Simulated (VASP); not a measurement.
# Au (Pm-3m) in VASP: further runs, part 2 of 2

VASP 6.6.1. Earlier steps stand in the parts before.

## (6) Single point, PBE

This run uses another cell than the first one, of 20.97 Å³/atom, 0.996 times its volume.

Contents of INCAR:

```
ALGO     = Normal         # electronic algorithm
EDIFF    = 1E-7           # SCF threshold, eV
ENCUT    = 520            # plane-wave cutoff, eV
GGA      = PE             # functional
ISIF     = 2              # what is computed and relaxed
ISMEAR   = 0              # smearing method
LASPH    = True           # aspherical terms in the spheres
LCHARG   = True           # write CHGCAR
LELF     = True           # ELF
LREAL    = False          # projectors in reciprocal space
LVHAR    = True         
LWAVE    = False          # write WAVECAR
NBANDS   = 24             # bands
NELM     = 80             # most SCF steps
PREC     = Accurate       # precision mode
SIGMA    = 0.1            # smearing width, eV
```

Contents of KPOINTS:

```
k-points
0
Gamma
  4 4 4
```

Contents of POSCAR:

```
Au
1.0
    3.9770343302      0.0000000000      0.0000000000
    0.0000000000      3.9770343302      0.0000000000
    0.0000000000      0.0000000000      3.9770343302
Au
3
Direct
    0.5000000000      0.0000000000      0.0000000000
    0.0000000000      0.5000000000      0.0000000000
    0.0000000000      0.0000000000      0.5000000000
```

Potentials or basis: VASP PAW PBE potentials, release 64 (Au).

The run is started by

```sh
> cat potpaw_PBE.64/Au/POTCAR > POTCAR
> mpirun -np 1 vasp_std > vasp.out
```

OUTCAR:

```text
EDIFF = 1E-7
   ENCUT = 520
   GGA = PE
   ISIF = 2
   ISMEAR = 0
   LASPH = True
   LREAL = False
   NELM = 80
   PREC = Accurate

 ion  position               nearest neighbor table
   1  0.500  0.000  0.000-   2 2.81   3 2.81   3 2.81   2 2.81   2 2.81   3 2.81   3 2.81   2 2.81

   2  0.000  0.500  0.000-   1 2.81   3 2.81   3 2.81   1 2.81   3 2.81   3 2.81   1 2.81   1 2.81

   3  0.000  0.000  0.500-   1 2.81   2 2.81   1 2.81   2 2.81   2 2.81   2 2.81   1 2.81   1 2.81

  LATTYP: Found a simple cubic cell.
 ALAT       =     3.9770343302

  Lattice vectors:

 A1 = (   3.9770343302,   0.0000000000,   0.0000000000)
 A2 = (   0.0000000000,   3.9770343302,   0.0000000000)
 A3 = (   0.0000000000,   0.0000000000,   3.9770343302)

Analysis of symmetry for initial positions (statically):
=====================================================================
 Subroutine PRICEL returns:
 Original cell was already a primitive cell.

 Routine SETGRP: Setting up the symmetry group for a
 simple cubic supercell.

 Subroutine GETGRP returns: Found 48 space group operations
 (whereof 48 operations were pure point group operations)
 out of a pool of 48 trial point group operations.

The static configuration has the point symmetry O_h .

Analysis of symmetry for dynamics (positions and initial velocities):
=====================================================================
 Subroutine PRICEL returns:
 Original cell was already a primitive cell.

 Routine SETGRP: Setting up the symmetry group for a
 simple cubic supercell.

 Subroutine GETGRP returns: Found 48 space group operations
 (whereof 48 operations were pure point group operations)
 out of a pool of 48 trial point group operations.

The dynamic configuration has the point symmetry O_h .

 Subroutine INISYM returns: Found 48 space group operations
 (whereof 48 operations are pure point group operations),
 and found     1 'primitive' translations

----------------------------------------------------------------------------------------

                                     Primitive cell

  volume of cell :      62.9040

  direct lattice vectors                    reciprocal lattice vectors
     3.977034330  0.000000000  0.000000000     0.251443643  0.000000000  0.000000000
     0.000000000  3.977034330  0.000000000     0.000000000  0.251443643  0.000000000
     0.000000000  0.000000000  3.977034330     0.000000000  0.000000000  0.251443643

  length of vectors
     3.977034330  3.977034330  3.977034330     0.251443643  0.251443643  0.251443643

  position of ions in fractional coordinates (direct lattice)
     0.500000000  0.000000000  0.000000000
     0.000000000  0.500000000  0.000000000
     0.000000000  0.000000000  0.500000000

  ion indices of the primitive-cell ions
   primitive index   ion index
                 1           1
                 2           2
                 3           3

----------------------------------------------------------------------------------------

 KPOINTS: k-points

Automatic generation of k-mesh.
 Grid dimensions read from file:
 generate k-points for:    4    4    4

 Generating k-lattice:

  Cartesian coordinates                     Fractional coordinates (reciprocal lattice)
     0.062860911  0.000000000  0.000000000     0.250000000  0.000000000  0.000000000
     0.000000000  0.062860911  0.000000000     0.000000000  0.250000000  0.000000000
     0.000000000  0.000000000  0.062860911     0.000000000  0.000000000  0.250000000

  Length of vectors
     0.062860911  0.062860911  0.062860911

  Shift w.r.t. Gamma in fractional coordinates (k-lattice)
     0.000000000  0.000000000  0.000000000

 Subroutine IBZKPT returns following result:
 ===========================================

 Found     10 irreducible k-points:

 Following reciprocal coordinates:
            Coordinates               Weight
  0.000000  0.000000  0.000000      1.000000
  0.250000  0.000000  0.000000      6.000000
  0.500000  0.000000  0.000000      3.000000
  0.250000  0.250000  0.000000     12.000000
  0.500000  0.250000  0.000000     12.000000
  0.500000  0.500000  0.000000      3.000000
  0.250000  0.250000  0.250000      8.000000
  0.500000  0.250000  0.250000     12.000000
  0.500000  0.500000  0.250000      6.000000
  0.500000  0.500000  0.500000      1.000000
   k-points           NKPTS =     10   k-points in BZ     NKDIM =     10   number of bands    NBANDS=     24
   number of dos      NEDOS =    301   number of ions     NIONS =      3
   total plane-waves  NPLWV =  27000
   dimension x,y,z NGX =    30 NGY =   30 NGZ =   30
   dimension x,y,z NGXF=    60 NGYF=   60 NGZF=   60
   ions per type =               3
   NGX,Y,Z   is equivalent  to a cutoff of  12.54, 12.54, 12.54 a.u.
   NGXF,Y,Z  is equivalent  to a cutoff of  25.08, 25.08, 25.08 a.u.
 SYSTEM =  unknown system
   PREC   = accura    normal or accurate (medium, high low for compatibility)
   ISTART =      0    job   : 0-new  1-cont  2-samecut
   ICHARG =      2    charge: 1-file 2-atom 10-const
   ISPIN  =      1    spin polarized calculation?
   LNONCOLLINEAR =      F non collinear calculations
   LSORBIT =      F    spin-orbit coupling
   LASPH  =      T    aspherical Exc in radial PAW
   ENCUT  =  520.0 eV  38.22 Ry    6.18 a.u.   7.39  7.39  7.39*2*pi/ulx,y,z
   NELM   =     80;   NELMIN=  2; NELMDL= -5     # of ELM steps
   EDIFF  = 0.1E-06   stopping-criterion for ELM
   LREAL  =      F    real-space projection
   EDIFFG = 0.1E-05   stopping-criterion for IOM
   NSW    =      0    number of steps for IOM
   IBRION =     -1    ionic relax: 0-MD 1-quasi-New 2-CG
   NFREE  =      0    steps in history (QN), initial steepest desc. (CG)
   ISIF   =      2    stress and relaxation
   ISYM   =      2    0-nonsym 1-usesym 2-fastsym
   POTIM  = 0.5000    time-step for ionic-motion
   TEBEG  =    0.0;   TEEND  =   0.0 temperature during run
   PSTRESS=    0.0 pullay stress
   NELECT =      33.0000    total number of electrons
   NUPDOWN=      -1.0000    fix difference up-down
   EMIN   =  10.00;   EMAX   =-10.00  energy-range for DOS
   EFERMI =   0.00;   METHOD = LEGACY
   ISMEAR =     0;   SIGMA  =   0.10  broadening in eV -4-tet -1-fermi 0-gaus
   EFERMI_NEDOS =   21; number of points for ismear=-14 and -15
   IALGO  =     38    algorithm
   IMIX   =      4    mixing-type and parameters
     AMIX     =   0.40;   BMIX     =  1.00
     AMIX_MAG =   1.60;   BMIX_MAG =  1.00
  volume/ion in A,a.u.               =      20.97       141.50
  Fermi-wavevector in a.u.,A,eV,Ry     =   1.320343  2.495087 23.719117  1.743306
  Thomas-Fermi vector in A             =   2.450176
   LORBIT       =      0    0 simple, 1 ext, 2 COOP (PROOUT), +10 PAW based schemes
   GGA     = PE    functional components
   LHFCALC =     F    Hartree Fock is set to
   AEXX    =    0.0000 exact exchange contribution
   IVDW    =     0    specifies the selected vdW correction
   LEPSILON=     F    determine dielectric tensor
   LRPA    =     F    only Hartree local field effects (RPA)
 non-spin polarized calculation
 Gauss-broadening in eV      SIGMA  =   0.10
  energy-cutoff  :      520.00
  volume of cell :       62.90
 maximum number of plane-waves:      1743
 NGX is ok and might be reduce to    30
   NGX = 15   NGY = 15   NGZ = 15

 number of electron      33.0000008 magnetization

 Free energy of the ion-electron system (eV)
  ---------------------------------------------------
  ext. energy  EPLUGINS =         0.00000000
  ---------------------------------------------------
  free energy    TOTEN  =        -9.56848227 eV

  energy without entropy =       -9.56515541  energy(sigma->0) =       -9.56681884

 E-fermi :   6.1520     XC(G=0): -11.2599

 val. band max:        6.0834081489   @ k =   0.2500   0.0000   0.0000
 cond. band min:       7.2470619222   @ k =   0.2500   0.2500   0.0000
 fundamental gap:      1.1636537733
 Fermi energy:         6.1519625504

 k-point     1 :       0.0000    0.0000    0.0000
  band No.  band energies     occupation
      1      -2.1697      2.00000
      2       0.2883      2.00000
      3       0.5886      2.00000
      4       0.5886      2.00000
      5       0.5886      2.00000
      6       1.1022      2.00000
[... 16 lines left out ...]
     23      19.0375      0.00000
     24      19.0375      0.00000
[... 220 lines left out ...]
      2       0.0832      2.00000
      3       0.0832      2.00000
      4       0.9678      2.00000
      5       2.1138      2.00000
      6       2.1138      2.00000
[... 16 lines left out ...]
     23      14.8698      0.00000
     24      22.4290      0.00000

------------------------ aborting loop because EDIFF is reached ----------------------------------------

  FORCE on cell =-STRESS in cart. coord.  units (eV):
  Direction    XX          YY          ZZ          XY          YZ          ZX
  --------------------------------------------------------------------------------------
  -------------------------------------------------------------------------------------
  Total       -0.1004795     -0.1004795     -0.1004795      0.0000000      0.0000000     -0.0000000
  in kB       -2.5592333     -2.5592333     -2.5592333      0.0000000      0.0000000     -0.0000000
  external PRESSURE =      -2.5592333 kB  Pullay stress =       0.0000000 kB

 VOLUME and BASIS-vectors are now :
 -----------------------------------------------------------------------------
  energy-cutoff  :      520.00
  volume of cell :       62.90
      direct lattice vectors                 reciprocal lattice vectors
     3.977034330  0.000000000  0.000000000     0.251443643  0.000000000  0.000000000
     0.000000000  3.977034330  0.000000000     0.000000000  0.251443643  0.000000000
     0.000000000  0.000000000  3.977034330     0.000000000  0.000000000  0.251443643

 POSITION                                       TOTAL-FORCE (eV/Angst)
 -----------------------------------------------------------------------------------
      1.98852      0.00000      0.00000         0.000000      0.000000      0.000000
      0.00000      1.98852      0.00000         0.000000      0.000000      0.000000
      0.00000      0.00000      1.98852         0.000000      0.000000      0.000000
 -----------------------------------------------------------------------------------
    total drift:                                0.000000      0.000000      0.000000

  FREE ENERGIE OF THE ION-ELECTRON SYSTEM (eV)
  ---------------------------------------------------
  free  energy   TOTEN  =        -9.5684822715 eV

  energy  without entropy=       -9.5651554133  energy(sigma->0) =       -9.56681884
```

It took 19 s on 1 thread of Intel Xeon Platinum 8259CL at 2.50GHz (Skylake/Cascade Lake), shared host; peak memory 0.17 GiB.

What came out:

| Property | Result |
| --- | --- |
| Free energy | -9.5685 eV |
| Pressure | -0.3 GPa |

Caveat: the k points lie up to 0.39 Å⁻¹ apart; spin-orbit coupling is left out, which moves the levels of the heavy elements.

## (7) Summary

```tsv
task	cell	k mesh	cutoff (eV)	gap on the mesh (eV)	pressure (GPa)
single point	a = 3.982 Å, 3 atoms	12 × 12 × 12	520	none	-0.2
relaxation of cell and atoms	relaxed from a = 3.977 Å, 3 atoms	12 × 12 × 12	600	none	0.0
single point	a = 3.928 Å, 3 atoms	4 × 4 × 4	520	none	4.4
single point	a = 3.977 Å, 3 atoms	4 × 4 × 4	520	none	-0.3
```

Alike in all rows: level PBE; potentials or basis VASP PAW PBE potentials, release 64 (Au); no spin polarisation; smearing gaussian 0.1 eV.

Caveats: some runs use coarse meshes; spin-orbit coupling is left out, which moves the levels of the heavy elements.

Total energies depend on the potentials used, so only differences within one code and one set of settings carry meaning.
